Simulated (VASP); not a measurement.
A run of VASP 6.6.1:

INCAR

```
ALGO = Normal
EDIFF = 1E-6
ENCUT = 520
GGA = CA
ISIF = 2
ISMEAR = 0
LASPH = True
LCHARG = False
LREAL = False
LWAVE = False
NBANDS = 14
NELM = 60
PREC = Accurate
SIGMA = 0.01
```

Contents of KPOINTS:

```
k-points
0
Gamma
  8 8 8
```

File POSCAR:

```
NaCl
1.0
    2.6775503314      2.6775503314      0.0000000000
   -2.6775503314      2.6775503314      0.0000000000
    0.0000000000      2.6775503314      2.7529071312
Na Cl
1 1
Direct
    0.0000000000      0.0000000000      0.0000000000
    0.5000000000      0.5000000000      0.0000000000
```

Potentials or basis: VASP PAW LDA potentials, release 64 (Na_pv, Cl).

Launch:

```bash
$ cat potpaw_LDA.64/Na_pv/POTCAR potpaw_LDA.64/Cl/POTCAR > POTCAR
$ mpirun -np 1 vasp_std > vasp.out
```

Hardware: 1 thread of AMD EPYC 7R13 (shared host).

Q: Estimate the wall time of this run.

A: Wall time 54 s on 1 thread of AMD EPYC 7R13, with other jobs on the host, peak memory 0.12 GiB. Counts: scf iterations 11, k points 59.
